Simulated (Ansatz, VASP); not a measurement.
## Two plane-wave programs on CdTe

```
Cd Te
1.0
     0.00000    3.30132    3.30132
     3.30132    0.00000    3.30132
     3.30132    3.30132    0.00000
Cd Te
1 1
Cartesian
  0.0000 0.0000 0.0000
  1.6507 1.6507 1.6507
```

Alike in both runs: task single point; functional revPBE; k mesh 6 × 6 × 6; occupations gaussian, width 0.05 eV; no spin polarisation.

|  | VASP | Ansatz |
| --- | --- | --- |
| version | VASP 6.6.1 | Ansatz 0.2.0 |
| potentials or method | VASP PAW PBE potentials, release 64 (Cd, Te), cutoff 520 eV | scalar-relativistic, plane waves, PAW |
| valence electrons in the cell | 18 | 36 |

|  | VASP | Ansatz | Ansatz less VASP |
| --- | --- | --- | --- |
| gap on the k mesh at the Fermi level (eV) | 0.71 | 0.72 | +0.004 |
| least direct gap on the mesh (eV) | 0.71 | 0.72 | +0.004 |
| pressure (GPa) | 1.5 | 1.4 | -0.12 |

VASP's potentials were made for PBE, not for revPBE. VASP's potentials hold 18 valence electrons a cell and Ansatz's 36, so a difference there can come from the potentials and not from the codes.

Spin-orbit coupling is off throughout.
